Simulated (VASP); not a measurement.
Runs of VASP 6.6.1 on W. The structure is that of space group Im-3m (No. 229), or close to it. The cells are those of the table. 

| task | cell | k mesh | cutoff (eV) | gap on the mesh (eV) | pressure (GPa) | relaxed volume (Å³/atom) |
| --- | --- | --- | --- | --- | --- | --- |
| single point | a = 2.736 Å, angles 109.5°, 1 atom | 18 × 18 × 18 | 520 | none | 0.6 | - |
| single point | a = 2.767 Å, angles 109.5°, 1 atom | 8 × 8 × 8 | 520 | none | (b) | - |
| single point | a = 2.737 Å, angles 109.5°, 1 atom | 8 × 8 × 8 | 500 | none | 0.7 | - |
| relaxation of cell and atoms | relaxed from a = 2.737 Å, angles 109.5°, 1 atom | 18 × 18 × 18 | 600 | none | 0.0 | (a) |
| relaxation of cell and atoms | relaxed from a = 2.767 Å, angles 109.5°, 1 atom | 8 × 8 × 8 | 500 | none | -0.5 | 15.84 |

Alike in all rows: level PBE+D3(BJ); potentials or basis VASP PAW PBE potentials, release 64 (W_sv); no spin polarisation; smearing gaussian 0.1 eV.

Q: Estimate the missing entries.

A: (a) 15.80; (b) -9.2.

Caveats: spin-orbit coupling is left out, which moves the levels of the heavy elements; pairwise dispersion overbinds metals, which lowers pressure and volume.

A k mesh can miss the band edges, and the runs leave out spin-orbit coupling on W.

A gap of «none» marks levels without a gap at the run's occupations.
